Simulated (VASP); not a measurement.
# W16C in VASP: single point with PBE

Aim: the single point of W16C with PBE.

Everything below comes from runs of VASP 6.6.1. Logs are shortened: lines on timing, memory, paths and dates and some standing lists are left out, and cuts for length are marked.

## 1. The cell of the first run

The cell holds a slab with vacuum, 17 atoms: a = 6.367 Å, b = 6.367 Å, c = 20.143 Å, α = 90.00°, β = 90.00°, γ = 90.00°.

## 2. Single point, PBE

The input, INCAR:

```
SYSTEM = W16C
PREC = Accurate
ENCUT = 520
EDIFF = 1E-6
ISMEAR = 0
SIGMA = 0.1
LREAL = Auto
LASPH = .TRUE.
NELM = 100
ALGO = Normal
ISIF = 2
LWAVE = .FALSE.
LCHARG = .FALSE.
LDIPOL = .TRUE.
IDIPOL = 3
DIPOL = 0.5 0.5 0.328
GGA = PE
NBANDS = 128
```

The input, KPOINTS:

```
Automatic mesh
0
G
  4 4 1
  0 0 0
```

The input, POSCAR:

```
W16C
1.0
    6.3673983413      0.0000000000      0.0000000000
    0.0000000000      6.3673983413      0.0000000000
    0.0000000000      0.0000000000     20.1425775435
W C
16 1
Direct
    0.2500000000      0.2500000000      0.1985843168
    0.2500000000      0.7500000000      0.1985843168
    0.7500000000      0.2500000000      0.1985843168
    0.7500000000      0.7500000000      0.1985843168
    0.0000000000      0.0000000000      0.2776134074
    0.0000000000      0.5000000000      0.2776134074
    0.5000000000      0.0000000000      0.2776134074
    0.5000000000      0.5000000000      0.2776134074
    0.2500000000      0.2500000000      0.3599451791
    0.2500000000      0.7500000000      0.3599451791
    0.7500000000      0.2500000000      0.3599451791
    0.7500000000      0.7500000000      0.3599451791
    0.0000000000      0.0000000000      0.4290700892
    0.0000000000      0.5000000000      0.4290700892
    0.5000000000      0.0000000000      0.4290700892
    0.5000000000      0.5000000000      0.4290700892
    0.0625000000      0.0625000000      0.5155991440
```

Potentials or basis: VASP PAW PBE potentials, release 64 (W_sv, C).

Run with:

```
cat potpaw_PBE.64/W_sv/POTCAR potpaw_PBE.64/C/POTCAR > POTCAR
mpirun -np 1 vasp_std > vasp.out
```

OUTCAR:

```text
SYSTEM = W16C
   PREC = Accurate
   ENCUT = 520
   EDIFF = 1E-6
   ISMEAR = 0
   LREAL = Auto
   LASPH = .TRUE.
   NELM = 100
   ISIF = 2
   GGA = PE

 ion  position               nearest neighbor table
   1  0.250  0.250  0.199-   5 2.76   6 2.76   7 2.76   8 2.76   2 3.18   3 3.18   2 3.18   3 3.18
                             9 3.25
   2  0.250  0.750  0.199-   5 2.76   6 2.76   7 2.76   8 2.76   1 3.18   4 3.18   1 3.18   4 3.18
                            10 3.25
   3  0.750  0.250  0.199-   5 2.76   6 2.76   7 2.76   8 2.76   1 3.18   4 3.18   4 3.18   1 3.18
                            11 3.25
   4  0.750  0.750  0.199-   5 2.76   6 2.76   7 2.76   8 2.76   2 3.18   3 3.18   3 3.18   2 3.18
                            12 3.25
   5  0.000  0.000  0.278-   1 2.76   2 2.76   3 2.76   4 2.76   9 2.80  10 2.80  11 2.80  12 2.80
                            13 3.05   7 3.18   6 3.18   6 3.18   7 3.18
   6  0.000  0.500  0.278-   1 2.76   2 2.76   3 2.76   4 2.76   9 2.80  10 2.80  11 2.80  12 2.80
                            14 3.05   8 3.18   5 3.18   5 3.18   8 3.18
   7  0.500  0.000  0.278-   1 2.76   2 2.76   3 2.76   4 2.76   9 2.80  10 2.80  11 2.80  12 2.80
                            15 3.05   8 3.18   5 3.18   8 3.18   5 3.18
   8  0.500  0.500  0.278-   1 2.76   2 2.76   3 2.76   4 2.76   9 2.80  10 2.80  11 2.80  12 2.80
                            16 3.05   7 3.18   6 3.18   7 3.18   6 3.18
   9  0.250  0.250  0.360-  13 2.65  14 2.65  15 2.65  16 2.65   5 2.80   6 2.80   7 2.80   8 2.80
                            10 3.18  11 3.18  10 3.18  11 3.18   1 3.25
  10  0.250  0.750  0.360-  13 2.65  14 2.65  15 2.65  16 2.65   5 2.80   6 2.80   7 2.80   8 2.80
                             9 3.18  12 3.18   9 3.18  12 3.18   2 3.25
  11  0.750  0.250  0.360-  13 2.65  14 2.65  15 2.65  16 2.65   5 2.80   6 2.80   7 2.80   8 2.80
                             9 3.18  12 3.18  12 3.18   9 3.18   3 3.25
  12  0.750  0.750  0.360-  13 2.65  14 2.65  15 2.65  16 2.65   5 2.80   6 2.80   7 2.80   8 2.80
                            10 3.18  11 3.18  11 3.18  10 3.18   4 3.25
  13  0.000  0.000  0.429-  17 1.83  10 2.65  11 2.65  12 2.65   9 2.65   5 3.05  15 3.18  14 3.18
                            14 3.18  15 3.18
  14  0.000  0.500  0.429-   9 2.65  10 2.65  11 2.65  12 2.65   6 3.05  13 3.18  16 3.18  13 3.18
                            16 3.18
  15  0.500  0.000  0.429-   9 2.65  10 2.65  11 2.65  12 2.65   7 3.05  13 3.18  16 3.18  16 3.18
                            13 3.18
  16  0.500  0.500  0.429-   9 2.65  10 2.65  11 2.65  12 2.65   8 3.05  14 3.18  15 3.18  15 3.18
                            14 3.18
  17  0.062  0.062  0.516-  13 1.83

  LATTYP: Found a simple tetragonal cell.
 ALAT       =     6.3673983413
 C/A-ratio  =     3.1633920895

  Lattice vectors:

 A1 = (   6.3673983413,   0.0000000000,   0.0000000000)
 A2 = (   0.0000000000,   6.3673983413,   0.0000000000)
 A3 = (   0.0000000000,   0.0000000000,  20.1425775435)

Analysis of symmetry for initial positions (statically):
=====================================================================
 Subroutine PRICEL returns:
 Original cell was already a primitive cell.

 Routine SETGRP: Setting up the symmetry group for a
 simple tetragonal supercell.

 Subroutine GETGRP returns: Found  2 space group operations
 (whereof  2 operations were pure point group operations)
 out of a pool of 16 trial point group operations.

The static configuration has the point symmetry C_1h.

Analysis of symmetry for dynamics (positions and initial velocities):
=====================================================================
 Subroutine PRICEL returns:
 Original cell was already a primitive cell.

 Routine SETGRP: Setting up the symmetry group for a
 simple tetragonal supercell.

 Subroutine GETGRP returns: Found  2 space group operations
 (whereof  2 operations were pure point group operations)
 out of a pool of 16 trial point group operations.

The dynamic configuration has the point symmetry C_1h.

 Subroutine INISYM returns: Found  2 space group operations
 (whereof  2 operations are pure point group operations),
 and found     1 'primitive' translations

----------------------------------------------------------------------------------------

                                     Primitive cell

  volume of cell :     816.6559

  direct lattice vectors                    reciprocal lattice vectors
     6.367398341  0.000000000  0.000000000     0.157050014  0.000000000  0.000000000
[... 57 lines left out ...]
     0.000000000  0.039262504  0.000000000     0.000000000  0.250000000  0.000000000
     0.000000000  0.000000000  0.049646079     0.000000000  0.000000000  1.000000000

  Length of vectors
     0.039262504  0.039262504  0.049646079

  Shift w.r.t. Gamma in fractional coordinates (k-lattice)
     0.000000000  0.000000000  0.000000000

 Subroutine IBZKPT returns following result:
 ===========================================

 Found      7 irreducible k-points:

 Following reciprocal coordinates:
            Coordinates               Weight
  0.000000  0.000000  0.000000      1.000000
  0.250000  0.000000  0.000000      4.000000
  0.500000  0.000000  0.000000      2.000000
  0.250000  0.250000  0.000000      2.000000
 -0.250000  0.250000  0.000000      2.000000
  0.500000  0.250000  0.000000      4.000000
  0.500000  0.500000  0.000000      1.000000
   k-points           NKPTS =      7   k-points in BZ     NKDIM =      7   number of bands    NBANDS=    128
   number of dos      NEDOS =    301   number of ions     NIONS =     17
   total plane-waves  NPLWV = 345600
   dimension x,y,z NGX =    48 NGY =   48 NGZ =  150
   dimension x,y,z NGXF=    96 NGYF=   96 NGZF=  300
   ions per type =              16   1
   NGX,Y,Z   is equivalent  to a cutoff of  12.53, 12.53, 12.38 a.u.
   NGXF,Y,Z  is equivalent  to a cutoff of  25.06, 25.06, 24.76 a.u.
 SYSTEM =  W16C
   PREC   = accura    normal or accurate (medium, high low for compatibility)
   ISTART =      0    job   : 0-new  1-cont  2-samecut
   ICHARG =      2    charge: 1-file 2-atom 10-const
   ISPIN  =      1    spin polarized calculation?
   LNONCOLLINEAR =      F non collinear calculations
   LSORBIT =      F    spin-orbit coupling
   LASPH  =      T    aspherical Exc in radial PAW
   ENCUT  =  520.0 eV  38.22 Ry    6.18 a.u.  11.84 11.84 37.45*2*pi/ulx,y,z
   NELM   =    100;   NELMIN=  2; NELMDL= -5     # of ELM steps
   EDIFF  = 0.1E-05   stopping-criterion for ELM
   LREAL  =      T    real-space projection
   EDIFFG = 0.1E-04   stopping-criterion for IOM
   NSW    =      0    number of steps for IOM
   IBRION =     -1    ionic relax: 0-MD 1-quasi-New 2-CG
   NFREE  =      0    steps in history (QN), initial steepest desc. (CG)
   ISIF   =      2    stress and relaxation
   ISYM   =      2    0-nonsym 1-usesym 2-fastsym
   POTIM  = 0.5000    time-step for ionic-motion
   TEBEG  =    0.0;   TEEND  =   0.0 temperature during run
   PSTRESS=    0.0 pullay stress
   NELECT =     228.0000    total number of electrons
   NUPDOWN=      -1.0000    fix difference up-down
   EMIN   =  10.00;   EMAX   =-10.00  energy-range for DOS
   EFERMI =   0.00;   METHOD = LEGACY
   ISMEAR =     0;   SIGMA  =   0.10  broadening in eV -4-tet -1-fermi 0-gaus
   EFERMI_NEDOS =   21; number of points for ismear=-14 and -15
   IALGO  =     38    algorithm
   IMIX   =      4    mixing-type and parameters
     AMIX     =   0.40;   BMIX     =  1.00
     AMIX_MAG =   1.60;   BMIX_MAG =  1.00
  volume/ion in A,a.u.               =      48.04       324.18
  Fermi-wavevector in a.u.,A,eV,Ry     =   1.069974  2.021959 15.576567  1.144845
  Thomas-Fermi vector in A             =   2.205670
   LORBIT       =      0    0 simple, 1 ext, 2 COOP (PROOUT), +10 PAW based schemes
   GGA     = PE    functional components
   LHFCALC =     F    Hartree Fock is set to
   AEXX    =    0.0000 exact exchange contribution
   IVDW    =     0    specifies the selected vdW correction
   LEPSILON=     F    determine dielectric tensor
   LRPA    =     F    only Hartree local field effects (RPA)
 non-spin polarized calculation
 Gauss-broadening in eV      SIGMA  =   0.10
  energy-cutoff  :      520.00
  volume of cell :      816.66
 maximum number of plane-waves:     22040
   NGX = 23   NGY = 23   NGZ = 75

 dipolmoment           0.000000      0.000000     -0.189911 electrons x Angstroem

 number of electron     227.9999966 magnetization

 dipolmoment           0.000000      0.000000      0.200935 electrons x Angstroem

 Free energy of the ion-electron system (eV)
  ---------------------------------------------------
  ext. energy  EPLUGINS =         0.00000000
  ---------------------------------------------------
  free energy    TOTEN  =      -192.41955998 eV

  energy without entropy =     -192.29801505  energy(sigma->0) =     -192.35878751

 E-fermi :   0.5387     XC(G=0):  -5.5562

 val. band max:        0.5364861526   @ k =   0.2500   0.0000   0.0000
 cond. band min:       0.5543308539   @ k =   0.2500   0.0000   0.0000
 fundamental gap:      0.0178447013
 Fermi energy:         0.5387086114

 k-point     1 :       0.0000    0.0000    0.0000
  band No.  band energies     occupation
      1     -73.3689      2.00000
      2     -73.3082      2.00000
      3     -73.3013      2.00000
      4     -73.3007      2.00000
      5     -73.2936      2.00000
      6     -73.2869      2.00000
[... 892 lines left out ...]
    125       1.6790      0.00000
    126       1.9648      0.00000
 [bands above 126 left out]

------------------------ aborting loop because EDIFF is reached ----------------------------------------

 vacuum level on the upper side and lower side of the slab       (xc-potential included)         0.300        -0.567

  FORCE on cell =-STRESS in cart. coord.  units (eV):
  Direction    XX          YY          ZZ          XY          YZ          ZX
  --------------------------------------------------------------------------------------
  -------------------------------------------------------------------------------------
  Total      -21.6784669    -21.6784669     -9.9284395     -0.0544177      0.7688048      0.7688068
  in kB      -42.5304584    -42.5304584    -19.4783646     -0.1067607      1.5082995      1.5083034
  external PRESSURE =     -34.8464271 kB  Pullay stress =       0.0000000 kB

 VOLUME and BASIS-vectors are now :
 -----------------------------------------------------------------------------
  energy-cutoff  :      520.00
  volume of cell :      816.66
      direct lattice vectors                 reciprocal lattice vectors
     6.367398341  0.000000000  0.000000000     0.157050014  0.000000000  0.000000000
     0.000000000  6.367398341  0.000000000     0.000000000  0.157050014  0.000000000
     0.000000000  0.000000000 20.142577543     0.000000000  0.000000000  0.049646079

 POSITION                                       TOTAL-FORCE (eV/Angst)
 -----------------------------------------------------------------------------------
      1.59185      1.59185      4.00000         0.028216      0.028216      2.077632
      1.59185      4.77555      4.00000        -0.005694     -0.016175      2.084599
      4.77555      1.59185      4.00000        -0.016175     -0.005694      2.084599
      4.77555      4.77555      4.00000        -0.064842     -0.064842      2.090896
      0.00000      0.00000      5.59185         0.103315      0.103315     -2.464756
      0.00000      3.18370      5.59185         0.083118     -0.008741     -2.011628
[... 9 lines left out ...]
      3.18370      3.18370      8.64258        -0.083700     -0.083700     -0.699970
      0.39796      0.39796     10.38550         0.517216      0.517216      0.132571
 -----------------------------------------------------------------------------------
    total drift:                               -0.000044     -0.000044      0.019426

  FREE ENERGIE OF THE ION-ELECTRON SYSTEM (eV)
  ---------------------------------------------------
  free  energy   TOTEN  =      -192.4195599840 eV

  energy  without entropy=     -192.2980150453  energy(sigma->0) =     -192.35878751

 vacuum level on the upper side and lower side of the slab         5.456         4.557
```

Wall time 37 min (1 thread of AMD EPYC 7R43 (Zen 3), shared host); peak memory 0.9 GiB.

Results:

* Free energy: -192.4196 eV
* Largest force: 2.469 eV/Å
* Band gap on the k mesh: zero (bands 114 and 115 overlap by 0.35 eV)

Forces on the atoms (eV/Å):
```
W    0.028  0.028  2.078
W   -0.006 -0.016  2.085
W   -0.016 -0.006  2.085
W   -0.065 -0.065  2.091
W    0.103  0.103 -2.465
W    0.083 -0.009 -2.012
W   -0.009  0.083 -2.012
W    0.027  0.027 -2.254
W    0.674  0.674 -0.579
W    0.838 -0.804 -0.400
W   -0.804  0.838 -0.400
W   -0.868 -0.868 -0.150
W   -0.225 -0.225  1.669
W    0.055 -0.252  0.416
W   -0.252  0.055  0.416
W   -0.084 -0.084 -0.700
C    0.517  0.517  0.133
```

Caveat: spin-orbit coupling is left out, which moves the levels of the heavy elements.
